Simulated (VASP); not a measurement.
Set up this calculation in VASP 6.6.1, as the native input.

```yaml
Task: single point
Functional: PBE
Potentials_or_basis: VASP PAW PBE potentials, release 64 (Si, O)
Cutoff: 520 eV
k_mesh: 2 × 2 × 2
Occupations: gaussian, width 0.02 eV
Spin: no spin polarisation
Dipole_correction: no
Further_INCAR_settings: LREAL = Auto; ALGO = Normal; EDIFF = 1e-07; NBANDS = 79
```

The structure of Si7O16 (a cell with a defect) lies in POSCAR:

```
Si7O16
1.0
   -4.1501000000     -4.1501000000      0.0000000000
    4.1501000000     -4.1501000000      0.0000000000
    0.0000000000      0.0000000000      5.3150000000
Si O
7 16
Direct
    0.5073245223      0.4993271246     -0.0011286924
    0.0144909761      0.4993915809      0.2494528692
    0.5072244042      0.4993351967      0.5006112888
    0.0098860268      0.4995289270      0.7495804327
    0.4481970314     -0.0007227537      0.2493604892
   -0.1216026120     -0.0008257632      0.2515341486
    0.4998048240     -0.0007023927      0.7499772342
    0.2091447194      0.4992071275     -0.0064654751
    0.0285932869      0.2186694297      0.2494556914
    0.8102368618      0.4997065131      0.0031663217
    0.0293518228      0.7801643334      0.2493678269
    0.2091442375      0.4992237536      0.5054368768
    0.0028027035      0.2105328787      0.7484596425
    0.8101497554      0.4997261512      0.4958022578
    0.0033244982      0.7885503964      0.7483565381
    0.6924260861     -0.0008075709      0.0185501411
    0.4992239946      0.6941894171      0.2497840075
    0.3023723525     -0.0004521578     -0.0172365005
    0.4995232645      0.3045029035      0.2497956726
    0.6924919881     -0.0008214260      0.4834163688
    0.5161109371      0.6956133587      0.7498323612
    0.3027382473     -0.0004575793      0.5163175917
    0.5164633382      0.3030614925      0.7498238946
```

One way to write it, as run:

INCAR

```
SYSTEM = Si7O16
ALGO = Normal ; EDIFF = 1E-7
ENCUT = 520 ; GGA = PE
ISIF = 2 ; ISMEAR = 0
LASPH = .TRUE. ; LCHARG = .FALSE.
LREAL = Auto ; LWAVE = .FALSE.
NBANDS = 79 ; NELM = 60
PREC = Accurate ; SIGMA = 0.02
```

KPOINTS

```
k-points
0
G
  2 2 2
  0 0 0
```

Potentials or basis: VASP PAW PBE potentials, release 64 (Si, O).

The run is started by

```bash
$ cat potpaw_PBE.64/Si/POTCAR potpaw_PBE.64/O/POTCAR > POTCAR
$ mpirun -np 1 vasp_std > vasp.out
```

Results of the run:

```json
{
  "Pressure": "24.0 GPa",
  "Largest force": "0.082 eV/Å",
  "Band gap on the k mesh": "zero (band 62 reaches 6.73 eV, above the bottom of band 63 at 6.65 eV)"
}
```

Caveat: the k points lie up to 0.59 Å⁻¹ apart.

It took 3.7 min on 1 thread of Intel(R) Xeon(R) Platinum 8259CL CPU @ 2.50GHz (Skylake/Cascade Lake), with other jobs on the host, peak memory 0.31 GiB.
